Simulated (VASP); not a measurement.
Wanted: the native input for a VASP 6.6.1 run.

```
Task                   : single point
Functional             : PBE
Potentials or basis    : VASP PAW PBE potentials, release 64 (Al, Ga_d, Ir)
Cutoff                 : 520 eV
k mesh                 : 4 × 4 × 4
Occupations            : gaussian, width 0.1 eV
Spin                   : no spin polarisation
Dipole correction      : no
Further INCAR settings : ALGO = Normal; EDIFF = 1e-06; NBANDS = 24
```

The structure of Al3GaIr lies in POSCAR:

```
Al3GaIr
1.0
    4.0095623800      0.0000000000      0.0000000000
    0.0000000000      4.0095623800      0.0000000000
    0.0000000000      0.0000000000      4.0095623800
Al Ga Ir
3 1 1
Direct
    0.0000000000      0.5000000000      0.0000000000
    0.0000000000      0.0000000000      0.5000000000
    0.5000000000      0.0000000000      0.0000000000
    0.0000000000      0.0000000000      0.0000000000
    0.5000000000      0.5000000000      0.5000000000
```

The cell was generated, and may not be a known phase.

These files were run (other wordings do the same):

INCAR

```
SYSTEM = Al3GaIr
PREC     = Accurate       ! precision mode
ENCUT    = 520            ! plane-wave cutoff, eV
EDIFF    = 1E-6           ! SCF threshold, eV
ISMEAR   = 0              ! smearing method
SIGMA    = 0.1            ! smearing width, eV
LREAL    = .False.        ! projectors in reciprocal space
LASPH    = .True.         ! aspherical terms in the spheres
NELM     = 80             ! most SCF steps
ALGO     = Normal         ! electronic algorithm
ISIF     = 2              ! what is computed and relaxed
LWAVE    = .False.        ! write WAVECAR
LCHARG   = .False.        ! write CHGCAR
GGA      = PE             ! functional
NBANDS   = 24             ! bands
```

KPOINTS

```
regular mesh
0
Gamma
  4 4 4
  0 0 0
```

Potentials or basis: VASP PAW PBE potentials, release 64 (Al, Ga_d, Ir).

Launch:

```sh
$ cat potpaw_PBE.64/Al/POTCAR potpaw_PBE.64/Ga_d/POTCAR potpaw_PBE.64/Ir/POTCAR > POTCAR
$ mpirun -np 1 vasp_std > vasp.out
```

Results of the run:

| Item | Value |
| --- | --- |
| Pressure | 67.7 GPa |
| Band gap on the k mesh | zero (an odd number of electrons rules out a gap without spin polarisation) |

Caveat: the k points lie up to 0.39 Å⁻¹ apart, too coarse for converged energies and pressures of a metal; spin-orbit coupling is left out, which moves the levels of the heavy elements.

Run time: 14 s on 1 thread of Intel(R) Xeon(R) Platinum 8488C (Sapphire Rapids) (shared host), peak memory 0.17 GiB.
